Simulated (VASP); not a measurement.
# GaAs (F-43m) in VASP: further runs

Runs on GaAs. Level: r2SCAN. Tasks: single point.

Program: VASP 6.6.1. These are calculated values, not measurements. Logs are shortened: lines on timing, memory, paths and dates and some standing lists are left out, and cuts for length are marked.

### 1 The cell of the first run

Symmetry: F-43m, No. 216, cubic system. The conventional cell has a = 5.440 Å, b = 5.440 Å, c = 5.440 Å, α = 90.00°, β = 90.00°, γ = 90.00°. Ga (site symmetry -43m) has 4 As at 2.36 Å within 3.1 Å. As (site symmetry -43m) has 4 Ga at 2.36 Å within 3.1 Å.

### 2 Single point, r2SCAN (strain -4.0%)

POSCAR

```
GaAs
1.0
    0.0000000000      2.7197616916      2.7197616916
    2.7197616916      0.0000000000      2.7197616916
    2.7197616916      2.7197616916      0.0000000000
Ga As
1 1
Direct
    0.0000000000      0.0000000000      0.0000000000
    0.2500000000      0.2500000000      0.2500000000
```

INCAR.step1

```
ALGO = Normal
EDIFF = 1E-4
ENCUT = 520
GGA = PE
ISMEAR = 0
LASPH = True
LCHARG = False
LREAL = False
LWAVE = True
NBANDS = 16
NELM = 80
PREC = Accurate
SIGMA = 0.01
```

INCAR.step2

```
ALGO = Normal
EDIFF = 1E-7
ENCUT = 520
ISIF = 2
ISMEAR = 0
ISTART = 1
LASPH = True
LCHARG = False
LMIXTAU = True
LREAL = False
LWAVE = False
METAGGA = R2SCAN
NBANDS = 16
NELM = 80
PREC = Accurate
SIGMA = 0.01
```

KPOINTS

```
k-points
0
Gamma
  8 8 8
```

Potentials or basis: VASP PAW PBE potentials, release 64 (Ga_d, As).

Launch:

```bash
cat potpaw_PBE.64/Ga_d/POTCAR potpaw_PBE.64/As/POTCAR > POTCAR
cp INCAR.step1 INCAR
mpirun -np 1 vasp_std > vasp.out
cp INCAR.step2 INCAR
mpirun -np 1 vasp_std > vasp.out
```

OUTCAR:

```text
EDIFF = 1E-7
   ENCUT = 520
   ISIF = 2
   ISMEAR = 0
   ISTART = 1
   LASPH = True
   LREAL = False
   METAGGA = R2SCAN
   NELM = 80
   PREC = Accurate

 ion  position               nearest neighbor table
   1  0.000  0.000  0.000-   2 2.36   2 2.36   2 2.36   2 2.36
   2  0.250  0.250  0.250-   1 2.36   1 2.36   1 2.36   1 2.36

  LATTYP: Found a face centered cubic cell.
 ALAT       =     5.4395233832

  Lattice vectors:

 A1 = (   0.0000000000,   2.7197616916,   2.7197616916)
 A2 = (   2.7197616916,   0.0000000000,   2.7197616916)
 A3 = (   2.7197616916,   2.7197616916,   0.0000000000)

Analysis of symmetry for initial positions (statically):
=====================================================================
 Subroutine PRICEL returns:
 Original cell was already a primitive cell.

 Routine SETGRP: Setting up the symmetry group for a
 face centered cubic supercell.

 Subroutine GETGRP returns: Found 24 space group operations
 (whereof 24 operations were pure point group operations)
 out of a pool of 48 trial point group operations.

The static configuration has the point symmetry T_d .

Analysis of symmetry for dynamics (positions and initial velocities):
=====================================================================
 Subroutine PRICEL returns:
 Original cell was already a primitive cell.

 Routine SETGRP: Setting up the symmetry group for a
 face centered cubic supercell.

 Subroutine GETGRP returns: Found 24 space group operations
 (whereof 24 operations were pure point group operations)
 out of a pool of 48 trial point group operations.

The dynamic configuration has the point symmetry T_d .

 Subroutine INISYM returns: Found 24 space group operations
 (whereof 24 operations are pure point group operations),
 and found     1 'primitive' translations

----------------------------------------------------------------------------------------

                                     Primitive cell

  volume of cell :      40.2367

  direct lattice vectors                    reciprocal lattice vectors
     0.000000000  2.719761692  2.719761692    -0.183839636  0.183839636  0.183839636
     2.719761692  0.000000000  2.719761692     0.183839636 -0.183839636  0.183839636
     2.719761692  2.719761692  0.000000000     0.183839636  0.183839636 -0.183839636

  length of vectors
     3.846323871  3.846323871  3.846323871     0.318419590  0.318419590  0.318419590

  position of ions in fractional coordinates (direct lattice)
     0.000000000  0.000000000  0.000000000
     0.250000000  0.250000000  0.250000000

  ion indices of the primitive-cell ions
   primitive index   ion index
                 1           1
                 2           2

----------------------------------------------------------------------------------------

 KPOINTS: k-points

Automatic generation of k-mesh.
 Grid dimensions read from file:
 generate k-points for:    8    8    8

 Generating k-lattice:

  Cartesian coordinates                     Fractional coordinates (reciprocal lattice)
    -0.022979955  0.022979955  0.022979955     0.125000000  0.000000000  0.000000000
     0.022979955 -0.022979955  0.022979955     0.000000000  0.125000000  0.000000000
     0.022979955  0.022979955 -0.022979955     0.000000000  0.000000000  0.125000000

  Length of vectors
     0.039802449  0.039802449  0.039802449

  Shift w.r.t. Gamma in fractional coordinates (k-lattice)
     0.000000000  0.000000000  0.000000000

 Subroutine IBZKPT returns following result:
 ===========================================

 Found     29 irreducible k-points:

 Following reciprocal coordinates:
            Coordinates               Weight
  0.000000  0.000000  0.000000      1.000000
  0.125000  0.000000  0.000000      8.000000
  0.250000  0.000000  0.000000      8.000000
  0.375000  0.000000  0.000000      8.000000
  0.500000  0.000000  0.000000      4.000000
  0.125000  0.125000  0.000000      6.000000
[... 16 lines left out ...]
  0.500000  0.250000  0.125000     48.000000
 -0.375000  0.250000  0.125000     24.000000
 [... further k-points ...]
   k-points           NKPTS =     29   k-points in BZ     NKDIM =     29   number of bands    NBANDS=     16
   number of dos      NEDOS =    301   number of ions     NIONS =      2
   total plane-waves  NPLWV =  27000
   dimension x,y,z NGX =    30 NGY =   30 NGZ =   30
   dimension x,y,z NGXF=    60 NGYF=   60 NGZF=   60
   ions per type =               1   1
   NGX,Y,Z   is equivalent  to a cutoff of  12.97, 12.97, 12.97 a.u.
   NGXF,Y,Z  is equivalent  to a cutoff of  25.93, 25.93, 25.93 a.u.
 SYSTEM =  unknown system
   PREC   = accura    normal or accurate (medium, high low for compatibility)
   ISTART =      1    job   : 0-new  1-cont  2-samecut
   ICHARG =      0    charge: 1-file 2-atom 10-const
   ISPIN  =      1    spin polarized calculation?
   LNONCOLLINEAR =      F non collinear calculations
   LSORBIT =      F    spin-orbit coupling
   LASPH  =      T    aspherical Exc in radial PAW
   ENCUT  =  520.0 eV  38.22 Ry    6.18 a.u.   7.15  7.15  7.15*2*pi/ulx,y,z
   NELM   =     80;   NELMIN=  2; NELMDL=  0     # of ELM steps
   EDIFF  = 0.1E-06   stopping-criterion for ELM
   LREAL  =      F    real-space projection
   EDIFFG = 0.1E-05   stopping-criterion for IOM
   NSW    =      0    number of steps for IOM
   IBRION =     -1    ionic relax: 0-MD 1-quasi-New 2-CG
   NFREE  =      0    steps in history (QN), initial steepest desc. (CG)
   ISIF   =      2    stress and relaxation
   ISYM   =      2    0-nonsym 1-usesym 2-fastsym
   POTIM  = 0.5000    time-step for ionic-motion
   TEBEG  =    0.0;   TEEND  =   0.0 temperature during run
   PSTRESS=    0.0 pullay stress
   NELECT =      18.0000    total number of electrons
   NUPDOWN=      -1.0000    fix difference up-down
   EMIN   =  10.00;   EMAX   =-10.00  energy-range for DOS
   EFERMI =   0.00;   METHOD = LEGACY
   ISMEAR =     0;   SIGMA  =   0.01  broadening in eV -4-tet -1-fermi 0-gaus
   EFERMI_NEDOS =   21; number of points for ismear=-14 and -15
   IALGO  =     38    algorithm
   IMIX   =      4    mixing-type and parameters
     AMIX     =   0.40;   BMIX     =  1.00
     AMIX_MAG =   1.60;   BMIX_MAG =  1.00
  volume/ion in A,a.u.               =      20.12       135.77
  Fermi-wavevector in a.u.,A,eV,Ry     =   1.252059  2.366049 21.329199  1.567652
  Thomas-Fermi vector in A             =   2.385977
   LORBIT       =      0    0 simple, 1 ext, 2 COOP (PROOUT), +10 PAW based schemes
   METAGGA = R2SCAN    functional components
   LHFCALC =     F    Hartree Fock is set to
   AEXX    =    0.0000 exact exchange contribution
   IVDW    =     0    specifies the selected vdW correction
   LEPSILON=     F    determine dielectric tensor
   LRPA    =     F    only Hartree local field effects (RPA)
 non-spin polarized calculation
 Gauss-broadening in eV      SIGMA  =   0.01
  energy-cutoff  :      520.00
  volume of cell :       40.24
 maximum number of plane-waves:      1106
 NGX is ok and might be reduce to    30
   NGX = 15   NGY = 15   NGZ = 15

 number of electron      17.9999988 magnetization

 Free energy of the ion-electron system (eV)
  ---------------------------------------------------
  ext. energy  EPLUGINS =         0.00000000
  ---------------------------------------------------
  free energy    TOTEN  =       -26.87732128 eV

  energy without entropy =      -26.87732128  energy(sigma->0) =      -26.87732128

 E-fermi :   4.9675     XC(G=0): -10.8246

 val. band max:        4.8511216102   @ k =   0.0000   0.0000   0.0000
 cond. band min:       6.3703416165   @ k =   0.5000   0.5000   0.0000
 fundamental gap:      1.5192200064
 Fermi energy:         4.9674733396

 k-point     1 :       0.0000    0.0000    0.0000
  band No.  band energies     occupation
      1     -10.6383      2.00000
      2     -10.6383      2.00000
      3     -10.6383      2.00000
      4     -10.5123      2.00000
      5     -10.5123      2.00000
      6      -9.2907      2.00000
[... 8 lines left out ...]
     15      15.7592      0.00000
     16      15.7592      0.00000

 k-point     2 :       0.1250    0.0000    0.0000
  band No.  band energies     occupation
      1     -10.6676      2.00000
      2     -10.6327      2.00000
      3     -10.6327      2.00000
      4     -10.5126      2.00000
      5     -10.5126      2.00000
      6      -9.0588      2.00000
[... 8 lines left out ...]
     15      14.8040      0.00000
     16      14.8040      0.00000

 k-point     3 :       0.2500    0.0000    0.0000
  band No.  band energies     occupation
      1     -10.7224      2.00000
      2     -10.6205      2.00000
      3     -10.6205      2.00000
      4     -10.5120      2.00000
      5     -10.5120      2.00000
      6      -8.4212      2.00000
[... 8 lines left out ...]
     15      14.5726      0.00000
     16      14.7210      0.00000

 k-point     4 :       0.3750    0.0000    0.0000
  band No.  band energies     occupation
      1     -10.7651      2.00000
      2     -10.6107      2.00000
      3     -10.6107      2.00000
      4     -10.5088      2.00000
      5     -10.5088      2.00000
      6      -7.5537      2.00000
[... 8 lines left out ...]
     15      15.9911      0.00000
     16      15.9911      0.00000
[... 324 lines left out ...]
 k-point    22 :       0.3750    0.2500    0.1250
  band No.  band energies     occupation
      1     -10.7556      2.00000
      2     -10.6059      2.00000
      3     -10.6016      2.00000
      4     -10.5261      2.00000
      5     -10.5045      2.00000
      6      -7.8909      2.00000
[... 8 lines left out ...]
     15      16.9942      0.00000
     16      17.7341      0.00000

 k-point    23 :       0.5000    0.2500    0.1250
  band No.  band energies     occupation
      1     -10.7806      2.00000
      2     -10.5996      2.00000
      3     -10.5911      2.00000
      4     -10.5240      2.00000
      5     -10.5052      2.00000
      6      -7.0828      2.00000
[... 8 lines left out ...]
     15      16.9620      0.00000
     16      18.4475      0.00000

 k-point    24 :      -0.3750    0.2500    0.1250
  band No.  band energies     occupation
      1     -10.7898      2.00000
      2     -10.5982      2.00000
      3     -10.5872      2.00000
      4     -10.5200      2.00000
      5     -10.5073      2.00000
      6      -6.6050      2.00000
[... 8 lines left out ...]
     15      17.5557      0.00000
     16      18.4783      0.00000

 [... further k-points ...]
[... 5 lines left out ...]
  --------------------------------------------------------------------------------------
  -------------------------------------------------------------------------------------
  Total        2.9915277      2.9915277      2.9915277      0.0000000      0.0000000      0.0000000
  in kB      119.1190052    119.1190052    119.1190052      0.0000000      0.0000000      0.0000000
  external PRESSURE =     119.1190052 kB  Pullay stress =       0.0000000 kB

 VOLUME and BASIS-vectors are now :
 -----------------------------------------------------------------------------
  energy-cutoff  :      520.00
  volume of cell :       40.24
      direct lattice vectors                 reciprocal lattice vectors
     0.000000000  2.719761692  2.719761692    -0.183839636  0.183839636  0.183839636
     2.719761692  0.000000000  2.719761692     0.183839636 -0.183839636  0.183839636
     2.719761692  2.719761692  0.000000000     0.183839636  0.183839636 -0.183839636

 POSITION                                       TOTAL-FORCE (eV/Angst)
 -----------------------------------------------------------------------------------
      0.00000      0.00000      0.00000         0.000000      0.000000      0.000000
      1.35988      1.35988      1.35988        -0.000000     -0.000000     -0.000000
 -----------------------------------------------------------------------------------
    total drift:                                0.000009      0.000009      0.000009

  FREE ENERGIE OF THE ION-ELECTRON SYSTEM (eV)
  ---------------------------------------------------
  free  energy   TOTEN  =       -26.8773212832 eV

  energy  without entropy=      -26.8773212832  energy(sigma->0) =      -26.87732128
```

Wall time 2.5 min (1 thread of Intel Xeon Platinum 8175M at 2.50GHz (Skylake/Cascade Lake), shared host); peak memory 0.18 GiB.

What came out:

* Free energy: -26.8773 eV
* Pressure: 11.9 GPa
* Band gap on the k mesh: 1.52 eV (least direct gap 1.96 eV)

Levels at points of the mesh, in eV from the valence-band top:
| k point | band 7 | band 8 | band 9 | band 10 | band 11 | band 12 |
| --- | --- | --- | --- | --- | --- | --- |
| (0.00, 0.00, 0.00) | 0.00 | 0.00 | 0.00 | 1.96 | 4.05 | 4.05 |
| (0.50, 0.00, 0.00) | -7.54 | -1.38 | -1.38 | 1.73 | 5.00 | 5.00 |
| (0.50, 0.50, 0.00) | -7.60 | -3.23 | -3.23 | 1.52 | 1.86 | 11.85 |

Caveat: the cell differs from its parent crystal (strain -4.0%); the cell stands under pressure; the PAW data sets were made with another functional, which shifts forces and pressure a little. A k mesh can miss the band edges.

(Continued in part 2 of 2.)
